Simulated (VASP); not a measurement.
# Au (I4/mmm) in VASP: notebook, part 2 of 2

VASP 6.6.1. The steps go on from the part before.

### 3 Single point, PBE (strain +0.030 along x and y, -0.030 along z)

Contents of INCAR:

```
PREC = Accurate ; ENCUT = 520
EDIFF = 1E-6 ; ISMEAR = 0
SIGMA = 0.15 ; LREAL = False
LASPH = True ; NELM = 60
ALGO = Normal ; ISIF = 2
LWAVE = False ; LCHARG = True
GGA = PE ; LELF = True
LVHAR = True ; NBANDS = 12
```

Contents of KPOINTS:

```
regular mesh
0
Gamma
  20 20 20
```

Contents of POSCAR:

```
Au
1.0
    0.0000000000      2.1068650000      1.9841350000
    2.1068650000      0.0000000000      1.9841350000
    2.1068650000      2.1068650000      0.0000000000
Au
1
Direct
    0.0000000000      0.0000000000      0.0000000000
```

Potentials or basis: VASP PAW PBE potentials, release 64 (Au).

The run is started by

```console
$ cat potpaw_PBE.64/Au/POTCAR > POTCAR
$ mpirun -np 1 vasp_std > vasp.out
```

OUTCAR:

```text
PREC = Accurate
   ENCUT = 520
   EDIFF = 1E-6
   ISMEAR = 0
   LREAL = False
   LASPH = True
   NELM = 60
   ISIF = 2
   GGA = PE

 ion  position               nearest neighbor table
   1  0.000  0.000  0.000-

  LATTYP: Found a body centered tetragonal cell.
 ALAT       =     2.9795570571
 C/A-ratio  =     1.3318321898

  Lattice vectors:

 A1 = (   0.0000000000,  -2.1068650000,  -1.9841350000)
 A2 = (   0.0000000000,   2.1068650000,  -1.9841350000)
 A3 = (   2.1068650000,   0.0000000000,   1.9841350000)

Analysis of symmetry for initial positions (statically):
=====================================================================
 Subroutine PRICEL returns:
 Original cell was already a primitive cell.

 Routine SETGRP: Setting up the symmetry group for a
 body centered tetragonal supercell.

 Subroutine GETGRP returns: Found 16 space group operations
 (whereof 16 operations were pure point group operations)
 out of a pool of 16 trial point group operations.

The static configuration has the point symmetry D_4h.

[... 167 lines left out ...]
  band No.  band energies     occupation
      1      -0.5774      2.00000
      2       4.2666      2.00000
      3       4.2666      2.00000
      4       4.7445      2.00000
      5       5.5634      2.00000
      6       6.0854      2.00000
      7      23.5502      0.00000
      8      26.9897      0.00000
      9      26.9897      0.00000
     10      27.9646      0.00000
     11      32.1688      0.00000
     12      35.6621      0.00000
[... 331 lines left out ...]
 k-point    24 :      -0.3500    0.0500    0.0000
  band No.  band energies     occupation
      1       1.9231      2.00000
      2       4.3098      2.00000
      3       4.7032      2.00000
      4       5.5065      2.00000
      5       6.4976      2.00000
      6       6.8763      2.00000
      7      15.5023      0.00000
      8      23.5330      0.00000
      9      26.4103      0.00000
     10      26.8326      0.00000
     11      31.7541      0.00000
     12      32.0292      0.00000

 [... further k-points ...]

------------------------ aborting loop because EDIFF is reached ----------------------------------------

  FORCE on cell =-STRESS in cart. coord.  units (eV):
  Direction    XX          YY          ZZ          XY          YZ          ZX
  --------------------------------------------------------------------------------------
  -------------------------------------------------------------------------------------
  Total        0.2576690      0.2576690      0.4205449      0.0000000      0.0000000      0.0000000
  in kB       23.4367890     23.4367890     38.2514829      0.0000000      0.0000000      0.0000000
  external PRESSURE =      28.3750203 kB  Pullay stress =       0.0000000 kB

 VOLUME and BASIS-vectors are now :
 -----------------------------------------------------------------------------
  energy-cutoff  :      520.00
  volume of cell :       17.61
      direct lattice vectors                 reciprocal lattice vectors
     0.000000000  2.106865000  1.984135000    -0.237319430  0.237319430  0.251998982
     2.106865000  0.000000000  1.984135000     0.237319430 -0.237319430  0.251998982
     2.106865000  2.106865000  0.000000000     0.237319430  0.237319430 -0.251998982

 POSITION                                       TOTAL-FORCE (eV/Angst)
 -----------------------------------------------------------------------------------
      0.00000      0.00000      0.00000         0.000000      0.000000      0.000000
 -----------------------------------------------------------------------------------
    total drift:                               -0.000000      0.000000      0.000000

  FREE ENERGIE OF THE ION-ELECTRON SYSTEM (eV)
  ---------------------------------------------------
  free  energy   TOTEN  =        -3.2166357009 eV

  energy  without entropy=       -3.2133724039  energy(sigma->0) =       -3.21500405
```

It took 2.4 min on 1 thread of Intel Xeon 8259CL, shared host; peak memory 0.25 GiB.

What came out:

| Quantity | Value |
| --- | --- |
| Free energy | -3.2166 eV |
| Pressure | 2.8 GPa |
| Band gap on the k mesh | zero (an odd number of electrons rules out a gap without spin polarisation) |

Stress tensor (GPa, compression positive):
```
2.34 0.00 0.00
0.00 2.34 0.00
0.00 0.00 3.83
```

Caveat: the cell differs from its parent crystal (strain +0.030 along x and y, -0.030 along z); spin-orbit coupling is left out, which moves the levels of the heavy elements.

### 4 Single point, PBE (strain +0.030 along x and y, -0.015 along z)

Contents of INCAR:

```
PREC = Accurate ; ENCUT = 520
EDIFF = 1E-7 ; ISMEAR = 0
SIGMA = 0.15 ; LREAL = F
LASPH = T ; NELM = 100
ALGO = Fast ; ISIF = 2
LWAVE = F ; LCHARG = T
GGA = PE ; LELF = T
LVHAR = T ; NBANDS = 12
```

KPOINTS is that of step 3.

Contents of POSCAR:

```
Au
1.0
    0.0000000000      2.1068650000      2.0148175000
    2.1068650000      0.0000000000      2.0148175000
    2.1068650000      2.1068650000      0.0000000000
Au
1
Direct
    0.0000000000      0.0000000000      0.0000000000
```

Potentials or basis: VASP PAW PBE potentials, release 64 (Au).

The run is started by

```console
$ cat potpaw_PBE.64/Au/POTCAR > POTCAR
$ mpirun -np 1 vasp_std > vasp.out
```

OUTCAR:

```text
PREC = Accurate
   ENCUT = 520
   EDIFF = 1E-7
   ISMEAR = 0
   LREAL = F
   LASPH = T
   NELM = 100
   ISIF = 2
   GGA = PE

 ion  position               nearest neighbor table
   1  0.000  0.000  0.000-

  LATTYP: Found a body centered tetragonal cell.
 ALAT       =     2.9795570571
 C/A-ratio  =     1.3524275329

  Lattice vectors:

 A1 = (   0.0000000000,  -2.1068650000,  -2.0148175000)
 A2 = (   0.0000000000,   2.1068650000,  -2.0148175000)
 A3 = (   2.1068650000,   0.0000000000,   2.0148175000)

[... 539 lines left out ...]
     12      31.7559      0.00000

 [... further k-points ...]

------------------------ aborting loop because EDIFF is reached ----------------------------------------

  FORCE on cell =-STRESS in cart. coord.  units (eV):
  Direction    XX          YY          ZZ          XY          YZ          ZX
  --------------------------------------------------------------------------------------
  -------------------------------------------------------------------------------------
  Total        0.0177805      0.0177805      0.1431191      0.0000000     -0.0000000      0.0000000
  in kB        1.5926284      1.5926284     12.8194420      0.0000000     -0.0000000      0.0000000
  external PRESSURE =       5.3348996 kB  Pullay stress =       0.0000000 kB

 VOLUME and BASIS-vectors are now :
 -----------------------------------------------------------------------------
  energy-cutoff  :      520.00
  volume of cell :       17.89
      direct lattice vectors                 reciprocal lattice vectors
     0.000000000  2.106865000  2.014817500    -0.237319430  0.237319430  0.248161434
     2.106865000  0.000000000  2.014817500     0.237319430 -0.237319430  0.248161434
     2.106865000  2.106865000  0.000000000     0.237319430  0.237319430 -0.248161434

 POSITION                                       TOTAL-FORCE (eV/Angst)
 -----------------------------------------------------------------------------------
      0.00000      0.00000      0.00000         0.000000      0.000000      0.000000
 -----------------------------------------------------------------------------------
    total drift:                               -0.000000      0.000000      0.000000

  FREE ENERGIE OF THE ION-ELECTRON SYSTEM (eV)
  ---------------------------------------------------
  free  energy   TOTEN  =        -3.2211431293 eV

  energy  without entropy=       -3.2182703904  energy(sigma->0) =       -3.21970676
```

stdout:

```text
POSCAR found type information on POSCAR Au
 POSCAR found :  1 types and       1 ions
 scaLAPACK will be used
 LDA part: xc-table for (Slater+PW92), standard interpolation
 POSCAR, INCAR and KPOINTS ok, starting setup
 FFT: planning ... GRIDC
 FFT: planning ... GRID_SOFT
 FFT: planning ... GRID
 WAVECAR not read
 entering main loop
```

Wall time 3.2 min (1 thread of Intel Xeon 8259CL, shared host); peak memory 0.26 GiB.

Results:

| Item | Value |
| --- | --- |
| Free energy | -3.2211 eV |
| Pressure | 0.5 GPa |
| Band gap on the k mesh | zero (an odd number of electrons rules out a gap without spin polarisation) |

Stress tensor (GPa, compression positive):
```
0.16 0.00 0.00
0.00 0.16 0.00
0.00 0.00 1.28
```

Caveat: the cell differs from its parent crystal (strain +0.030 along x and y, -0.015 along z); spin-orbit coupling is left out, which moves the levels of the heavy elements.

### 5 Overview

```tsv
cell	gap on the mesh (eV)	pressure (GPa)
a = 2.872, b = 2.872, c = 2.936 Å, angles 59.3, 59.3, 61.5°, 1 atom	none	7.8
a = 2.894, b = 2.894, c = 2.980 Å, angles 59.0, 59.0, 62.0°, 1 atom	none	2.8
a = 2.915, b = 2.915, c = 2.980 Å, angles 59.3, 59.3, 61.5°, 1 atom	none	0.5
```

Alike in all rows: task single point; level PBE; potentials or basis VASP PAW PBE potentials, release 64 (Au); no spin polarisation; k mesh 20 × 20 × 20; cutoff (eV) 520; smearing gaussian 0.15 eV.

Caveats: spin-orbit coupling is left out, which moves the levels of the heavy elements; the cell stands under pressure (at least some runs).

Absolute energies hang on the potentials; compare differences alone.
